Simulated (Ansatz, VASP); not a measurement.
# Hf5N4 in VASP and in Ansatz

The input INCAR:

```
SYSTEM = Hf5N4
PREC = Accurate ; ENCUT = 520
EDIFF = 1E-6 ; ISMEAR = 0
SIGMA = 0.5 ; LREAL = .False.
LASPH = .True. ; NELM = 100
ALGO = Normal ; ISIF = 2
LWAVE = .False. ; LCHARG = .False.
LDIPOL = .True. ; IDIPOL = 3
DIPOL = 0.5 0.5 0.500 ; GGA = PS
NBANDS = 45
```

The input KPOINTS:

```
regular mesh
0
Gamma
  12 12 1
  0 0 0
```

Contents of POSCAR:

```
Hf5N4
1.0
    3.1830776067      0.0000000000      0.0000000000
   -1.5915388034      2.7566260697      0.0000000000
    0.0000000000      0.0000000000     25.3958879309
Hf N
5 4
Direct
    0.3333333333      0.6666666667      0.2953234012
    0.0000000000      0.0000000000      0.3976617006
    0.6666666667      0.3333333333      0.5000000000
    0.3333333333      0.6666666667      0.6023382994
    0.0000000000      0.0000000000      0.7046765988
    0.6666666667      0.3333333333      0.3464925509
    0.3333333333      0.6666666667      0.4488308503
    0.0000000000      0.0000000000      0.5511691497
    0.6666666667      0.3333333333      0.6535074491
```

Input for Ansatz:

```yaml
crystal:
  lattice:
    - [3.1830776067, 0.0, 0.0]
    - [-1.5915388034, 2.7566260697, 0.0]
    - [0.0, 0.0, 25.3958879309]
  atoms:
    - { symbol: Hf, position: [0.3333333333, 0.6666666667, 0.2953234012] }
    - { symbol: "N", position: [0.6666666667, 0.3333333333, 0.3464925509] }
    - { symbol: Hf, position: [0.0, 0.0, 0.3976617006] }
    - { symbol: "N", position: [0.3333333333, 0.6666666667, 0.4488308503] }
    - { symbol: Hf, position: [0.6666666667, 0.3333333333, 0.5] }
    - { symbol: "N", position: [0.0, 0.0, 0.5511691497] }
    - { symbol: Hf, position: [0.3333333333, 0.6666666667, 0.6023382994] }
    - { symbol: "N", position: [0.6666666667, 0.3333333333, 0.6535074491] }
    - { symbol: Hf, position: [0.0, 0.0, 0.7046765988] }
basis:
  ecutwfc: 420
kpoints:
  mp_grid: { grid: [12, 12, 1] }
hamiltonian:
  xc: pbesol
scf:
  occupations: { method: gaussian, width: 0.5 }
output:
  forces: true
  stress: true
  eigenvalues: true
efield:
  axis: 3
  dipole_correction: true
  ramp_width: 0.04
```

Alike in both runs: task single point; functional PBEsol; k mesh 12 × 12 × 1; occupations gaussian, width 0.5 eV; no spin polarisation.

|  | VASP | Ansatz |
| --- | --- | --- |
| version | VASP 6.6.1 | Ansatz 0.2.0 |
| potentials or method | VASP PAW PBE potentials, release 64 (Hf_pv, N), cutoff 520 eV | scalar-relativistic, plane waves, PAW |
| valence electrons in the cell | 70 | 150 |

```csv
,VASP,Ansatz,Ansatz less VASP
gap on the k mesh at the Fermi level (eV),none,none,-
rms of the force components (eV/Å),0.248,0.231,-0.0173
```

VASP's potentials were made for PBE, not for PBEsol. A gap of «none» marks a metal or a gap that the smearing closes. VASP's potentials hold 70 valence electrons a cell and Ansatz's 150, so a difference there can come from the potentials and not from the codes.

Spin-orbit coupling is off throughout.
